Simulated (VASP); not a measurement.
GaP, 2 atoms in the cell. The structure is cubic, space group F-43m (No. 216). Conventional cell: a = 5.522 Å, b = 5.522 Å, c = 5.522 Å, α = 90.00°, β = 90.00°, γ = 90.00°. Ga (site symmetry -43m) has 4 P at 2.39 Å within 3.2 Å. P (site symmetry -43m) has 4 Ga at 2.39 Å within 3.2 Å.  This cell differs from its parent crystal: volume scaled by 1.04.

* Program: VASP 6.6.1
* Task: relaxation of the atoms
* Functional: PBE
* Potentials or basis: VASP PAW PBE potentials, release 64 (Ga_d, P)
* Cutoff: 520 eV
* k mesh: 14 × 14 × 14
* Occupations: fermi-dirac, width 0.02 eV
* Spin: no spin polarisation
* Dipole correction: no
* Further INCAR settings: ALGO = Normal; EDIFF = 1e-07; IBRION = 2; EDIFFG = -0.02; NSW = 80

Potentials or basis: VASP PAW PBE potentials, release 64 (Ga_d, P).

The run is started by

```console
$ cat potpaw_PBE.64/Ga_d/POTCAR potpaw_PBE.64/P/POTCAR > POTCAR
$ mpirun -np 1 vasp_std > vasp.out
```

Hardware: 1 thread of Intel Xeon 8259CL, with other jobs on the host.

Task: Estimate the wall time of this run.

Result: It took 100 s on 1 thread of Intel Xeon 8259CL, on a shared host, peak memory 0.21 GiB. Counts: scf iterations 14, k points 104, ion steps 1.
